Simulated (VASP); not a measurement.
# Zr in VASP: further runs

The runs below take Zr through single point, with PBEsol, PBEsol+U.

All numbers are computed with VASP 6.6.1; they aren't measurements. Logs are shortened: lines on timing, memory, paths and dates and some standing lists are left out, and cuts for length are marked.

### Step 1. The cell of the first run

The cell holds a wire or tube with vacuum around it, 1 atom: a = 7.871 Å, b = 3.520 Å, c = 16.000 Å, α = 90.00°, β = 90.00°, γ = 90.00°.

### Step 2. Single point, PBEsol

Contents of INCAR:

```
PREC = Accurate
ENCUT = 520
EDIFF = 1E-7
ISMEAR = -1
SIGMA = 0.05
LREAL = F
LASPH = T
NELM = 60
ALGO = Normal
ISIF = 2
LWAVE = F
LCHARG = T
LDIPOL = T
IDIPOL = 3
DIPOL = 0.5 0.5 0.500
GGA = PS
LELF = T
LVHAR = T
LVACPOTAV = T
NBANDS = 12
```

Contents of KPOINTS:

```
Automatic mesh
0
Gamma
  5 10 1
```

Contents of POSCAR:

```
Zr
1.0
    7.8707169724      0.0000000000      0.0000000000
    0.0000000000      3.5198916364      0.0000000000
    0.0000000000      0.0000000000     16.0000000000
Zr
1
Direct
    0.0000000000      0.0000000000      0.5000000000
```

Potentials or basis: VASP PAW PBE potentials, release 64 (Zr_sv).

The run is started by

```sh
> cat potpaw_PBE.64/Zr_sv/POTCAR > POTCAR
> mpirun -np 1 vasp_std > vasp.out
```

OUTCAR:

```text
PREC = Accurate
   ENCUT = 520
   EDIFF = 1E-7
   ISMEAR = -1
   LREAL = F
   LASPH = T
   NELM = 60
   ISIF = 2
   GGA = PS

 ion  position               nearest neighbor table
   1  0.000  0.000  0.500-

  LATTYP: Found a simple orthorhombic cell.
 ALAT       =     3.5198916364
 B/A-ratio  =     2.2360679775
 C/A-ratio  =     4.5455944821

  Lattice vectors:

 A1 = (   0.0000000000,  -3.5198916364,   0.0000000000)
 A2 = (   7.8707169724,   0.0000000000,   0.0000000000)
 A3 = (   0.0000000000,   0.0000000000,  16.0000000000)

Analysis of symmetry for initial positions (statically):
=====================================================================
 Subroutine PRICEL returns:
 Original cell was already a primitive cell.

 Routine SETGRP: Setting up the symmetry group for a
 simple orthorhombic supercell.

 Subroutine GETGRP returns: Found  8 space group operations
 (whereof  8 operations were pure point group operations)
 out of a pool of  8 trial point group operations.

The static configuration has the point symmetry D_2h.

Analysis of symmetry for dynamics (positions and initial velocities):
=====================================================================
 Subroutine PRICEL returns:
 Original cell was already a primitive cell.

 Routine SETGRP: Setting up the symmetry group for a
 simple orthorhombic supercell.

 Subroutine GETGRP returns: Found  8 space group operations
 (whereof  8 operations were pure point group operations)
 out of a pool of  8 trial point group operations.

The dynamic configuration has the point symmetry D_2h.

 Subroutine INISYM returns: Found  8 space group operations
 (whereof  8 operations are pure point group operations),
 and found     1 'primitive' translations

----------------------------------------------------------------------------------------

                                     Primitive cell

  volume of cell :     443.2651

  direct lattice vectors                    reciprocal lattice vectors
     7.870716972  0.000000000  0.000000000     0.127053228  0.000000000  0.000000000
     0.000000000  3.519891636  0.000000000     0.000000000  0.284099655  0.000000000
     0.000000000  0.000000000 16.000000000     0.000000000  0.000000000  0.062500000

  length of vectors
     7.870716972  3.519891636 16.000000000     0.127053228  0.284099655  0.062500000

  position of ions in fractional coordinates (direct lattice)
     0.000000000  0.000000000  0.500000000

  ion indices of the primitive-cell ions
   primitive index   ion index
[... 77 lines left out ...]
   NELECT =      12.0000    total number of electrons
   NUPDOWN=      -1.0000    fix difference up-down
   EMIN   =  10.00;   EMAX   =-10.00  energy-range for DOS
   EFERMI =   0.00;   METHOD = LEGACY
   ISMEAR =    -1;   SIGMA  =   0.05  broadening in eV -4-tet -1-fermi 0-gaus
   EFERMI_NEDOS =   21; number of points for ismear=-14 and -15
   IALGO  =     38    algorithm
   IMIX   =      4    mixing-type and parameters
     AMIX     =   0.40;   BMIX     =  1.00
     AMIX_MAG =   1.60;   BMIX_MAG =  1.00
  volume/ion in A,a.u.               =     443.27      2991.30
  Fermi-wavevector in a.u.,A,eV,Ry     =   0.491565  0.928923  3.287656  0.241636
  Thomas-Fermi vector in A             =   1.495011
   LORBIT       =      0    0 simple, 1 ext, 2 COOP (PROOUT), +10 PAW based schemes
   GGA     = PS    functional components
   LHFCALC =     F    Hartree Fock is set to
   AEXX    =    0.0000 exact exchange contribution
   IVDW    =     0    specifies the selected vdW correction
   LEPSILON=     F    determine dielectric tensor
   LRPA    =     F    only Hartree local field effects (RPA)
 non-spin polarized calculation
  energy-cutoff  :      520.00
  volume of cell :      443.27
 maximum number of plane-waves:     12003
 NGX is ok and might be reduce to    60
   NGX = 29   NGY = 13   NGZ = 59

 number of electron      12.0000000 magnetization

 dipolmoment           0.000000      0.000000     -0.000000 electrons x Angstroem

 Free energy of the ion-electron system (eV)
  ---------------------------------------------------
  ext. energy  EPLUGINS =         0.00000000
  ---------------------------------------------------
  free energy    TOTEN  =        -3.37241772 eV

  energy without entropy =       -3.28031354  energy(sigma->0) =       -3.32636563

 E-fermi :  -2.6869     XC(G=0):  -1.7644

 val. band max:       -2.6884529136   @ k =   0.2000   0.3000   0.0000
 cond. band min:      -2.6820638455   @ k =   0.2000   0.0000   0.0000
 fundamental gap:      0.0063890680
 Fermi energy:        -2.6869430336

 k-point     1 :       0.0000    0.0000    0.0000
  band No.  band energies     occupation
      1     -52.9208      2.00000
      2     -31.1145      2.00000
      3     -31.1143      2.00000
      4     -30.4045      2.00000
      5      -4.9034      2.00000
      6      -2.8810      1.95956
      7      -2.6906      1.03649
      8      -2.6640      0.77492
      9      -1.4769      0.00000
     10      -1.1418      0.00000
     11      -1.1107      0.00000
     12      -1.1098      0.00000
[... 241 lines left out ...]
 k-point    18 :       0.4000    0.5000    0.0000
  band No.  band energies     occupation
      1     -52.9082      2.00000
      2     -31.0971      2.00000
      3     -31.0969      2.00000
      4     -30.5907      2.00000
      5      -3.0798      1.99923
      6      -3.0749      1.99915
      7      -2.2379      0.00025
      8      -2.2319      0.00022
      9      -2.2221      0.00018
     10      -1.1432      0.00000
     11       1.2660      0.00000
     12       1.5127      0.00000

------------------------ aborting loop because EDIFF is reached ----------------------------------------

  FORCE on cell =-STRESS in cart. coord.  units (eV):
  Direction    XX          YY          ZZ          XY          YZ          ZX
  --------------------------------------------------------------------------------------
  -------------------------------------------------------------------------------------
  Total       -0.0559605     -6.7747129     -0.0095738      0.0000000      0.0000000      0.0000000
  in kB       -0.2022688    -24.4871310     -0.0346044      0.0000000      0.0000000      0.0000000
  external PRESSURE =      -8.2413348 kB  Pullay stress =       0.0000000 kB

 VOLUME and BASIS-vectors are now :
 -----------------------------------------------------------------------------
  energy-cutoff  :      520.00
  volume of cell :      443.27
      direct lattice vectors                 reciprocal lattice vectors
     7.870716972  0.000000000  0.000000000     0.127053228  0.000000000  0.000000000
     0.000000000  3.519891636  0.000000000     0.000000000  0.284099655  0.000000000
     0.000000000  0.000000000 16.000000000     0.000000000  0.000000000  0.062500000

 POSITION                                       TOTAL-FORCE (eV/Angst)
 -----------------------------------------------------------------------------------
      0.00000      0.00000      8.00000         0.000000      0.000000      0.000000
 -----------------------------------------------------------------------------------
    total drift:                                0.000000     -0.000000      0.000000

  FREE ENERGIE OF THE ION-ELECTRON SYSTEM (eV)
  ---------------------------------------------------
  free  energy   TOTEN  =        -3.3724177162 eV

  energy  without entropy=       -3.2803135397  energy(sigma->0) =       -3.32636563

 vacuum level on the upper side and lower side of the slab         0.815         0.815
```

OSZICAR:

```text
N       E                     dE             d eps       ncg     rms          rms(c)
DAV:   1     0.441916483206E+02    0.44192E+02   -0.51745E+03   672   0.624E+02
DAV:   2     0.282375238000E+01   -0.41368E+02   -0.40413E+02   604   0.130E+02
DAV:   3    -0.360027599836E+01   -0.64240E+01   -0.60538E+01   744   0.342E+01
[... 14 lines left out ...]
DAV:  18    -0.337241537901E+01   -0.41654E-05   -0.47284E-07   608   0.256E-03    0.480E-04
DAV:  19    -0.337241695363E+01   -0.15746E-05   -0.61829E-08   372   0.149E-03    0.251E-04
DAV:  20    -0.337241752647E+01   -0.57283E-06   -0.42655E-08   388   0.828E-04    0.926E-05
DAV:  21    -0.337241769637E+01   -0.16990E-06   -0.20697E-08   328   0.504E-04    0.628E-05
DAV:  22    -0.337241771618E+01   -0.19805E-07   -0.10156E-08   340   0.351E-04
   1 F= -.33724177E+01 E0= -.33263656E+01  d E =-.921042E-01
```

Run time: 3.5 min. Hardware: 1 thread of Intel Xeon 8259CL, shared host; peak memory 0.49 GiB.

Results:

```yaml
Free_energy: -3.3724 eV
Band_gap_on_the_k_mesh: zero (bands 6 and 7 overlap by 0.16 eV)
```

Caveat: the PAW data sets were made with another functional, which shifts forces and pressure a little.

### Step 3. Single point, PBEsol

Contents of INCAR:

```
SYSTEM = Zr
ALGO = Normal
DIPOL = 0.5 0.5 0.500
EDIFF = 1E-6
ENCUT = 520
GGA = PS
IDIPOL = 3
ISIF = 2
ISMEAR = -1
LASPH = .TRUE.
LCHARG = .FALSE.
LDIPOL = .TRUE.
LREAL = .FALSE.
LWAVE = .FALSE.
NBANDS = 12
NELM = 60
PREC = Accurate
SIGMA = 0.05
```

Contents of KPOINTS:

```
k-points
0
G
  5 10 1
  0 0 0
```

POSCAR is that of step 2.

Potentials or basis: VASP PAW PBE potentials, release 64 (Zr_sv).

The run is started by

```sh
> cat potpaw_PBE.64/Zr_sv/POTCAR > POTCAR
> mpirun -np 1 vasp_std > vasp.out
```

OUTCAR:

```text
SYSTEM = Zr
   EDIFF = 1E-6
   ENCUT = 520
   GGA = PS
   ISIF = 2
   ISMEAR = -1
   LASPH = .TRUE.
   LREAL = .FALSE.
   NELM = 60
   PREC = Accurate

 ion  position               nearest neighbor table
   1  0.000  0.000  0.500-

  LATTYP: Found a simple orthorhombic cell.
 ALAT       =     3.5198916364
 B/A-ratio  =     2.2360679775
 C/A-ratio  =     4.5455944821

  Lattice vectors:

 A1 = (   0.0000000000,  -3.5198916364,   0.0000000000)
 A2 = (   7.8707169724,   0.0000000000,   0.0000000000)
[... 449 lines left out ...]

  FORCE on cell =-STRESS in cart. coord.  units (eV):
  Direction    XX          YY          ZZ          XY          YZ          ZX
  --------------------------------------------------------------------------------------
  -------------------------------------------------------------------------------------
  Total       -0.0557627     -6.7749466     -0.0093044      0.0000000      0.0000000      0.0000000
  in kB       -0.2015539    -24.4879759     -0.0336306      0.0000000      0.0000000      0.0000000
  external PRESSURE =      -8.2410535 kB  Pullay stress =       0.0000000 kB

 VOLUME and BASIS-vectors are now :
 -----------------------------------------------------------------------------
  energy-cutoff  :      520.00
  volume of cell :      443.27
      direct lattice vectors                 reciprocal lattice vectors
     7.870716972  0.000000000  0.000000000     0.127053228  0.000000000  0.000000000
     0.000000000  3.519891636  0.000000000     0.000000000  0.284099655  0.000000000
     0.000000000  0.000000000 16.000000000     0.000000000  0.000000000  0.062500000

 POSITION                                       TOTAL-FORCE (eV/Angst)
 -----------------------------------------------------------------------------------
      0.00000      0.00000      8.00000         0.000000      0.000000      0.000000
 -----------------------------------------------------------------------------------
    total drift:                                0.000000     -0.000000      0.000000

  FREE ENERGIE OF THE ION-ELECTRON SYSTEM (eV)
  ---------------------------------------------------
  free  energy   TOTEN  =        -3.3724174593 eV

  energy  without entropy=       -3.2803145676  energy(sigma->0) =       -3.32636601

 vacuum level on the upper side and lower side of the slab         0.711         0.711
```

It took 3.4 min on 1 thread of Intel Xeon 8259CL, shared host; peak memory 0.47 GiB.

Results:

| Property | Result |
| --- | --- |
| Free energy | -3.3724 eV |
| Band gap on the k mesh | zero (bands 6 and 7 overlap by 0.16 eV) |

Caveat: the PAW data sets were made with another functional, which shifts forces and pressure a little.

### Step 4. Single point, PBEsol+U

Contents of INCAR:

```
SYSTEM = Zr
PREC = Accurate
ENCUT = 520
EDIFF = 1E-6
ISMEAR = -1
SIGMA = 0.05
LREAL = .FALSE.
LASPH = .TRUE.
NELM = 150
ALGO = Normal
ISIF = 2
LWAVE = .FALSE.
LCHARG = .TRUE.
LMAXMIX = 4
LDAU = .TRUE.
LDAUTYPE = 2
LDAUL = 2
LDAUU = 1
LDAUJ = 0
LDAUPRINT = 1
LDIPOL = .TRUE.
IDIPOL = 3
DIPOL = 0.5 0.5 0.500
GGA = PS
LELF = .TRUE.
LVHAR = .TRUE.
LVACPOTAV = .TRUE.
NBANDS = 12
```

Contents of KPOINTS:

```
regular mesh
0
G
  5 10 1
  0 0 0
```

POSCAR is that of step 3.

The run is started by

```sh
> cat potpaw_PBE.64/Zr_sv/POTCAR > POTCAR
> mpirun -np 1 vasp_std > vasp.out
```

It took 3.3 min on 1 thread of Intel Xeon 8259CL, shared host; peak memory 0.47 GiB.

The run converged. Its results:

* Free energy: -2.7683 eV
* Band gap on the k mesh: zero (bands 6 and 7 overlap by 0.26 eV)

Levels at points of the mesh, in eV from the Fermi level:
```tsv
k point	band 3	band 4	band 5	band 6	band 7	band 8	band 9	band 10
(0.00, 0.00, 0.00)	-28.82	-27.99	-2.29	-0.17	0.04	0.07	1.15	1.47
(0.00, 0.50, 0.00)	-28.80	-28.17	-0.43	-0.42	0.36	0.51	0.52	1.43
```

Eigenvalues of the final occupation matrices:
| site | spin | trace | eigenvalues |
| --- | --- | --- | --- |
| site 1 d | 1 | 0.73 | 0.03 0.03 0.16 0.25 0.25 |
| site 1 d | 2 | 0.73 | 0.03 0.03 0.16 0.25 0.25 |

Caveat: the PAW data sets were made with another functional, which shifts forces and pressure a little; U without spin polarisation on a metal has little footing; the U is typed as a test and isn't derived for this compound.
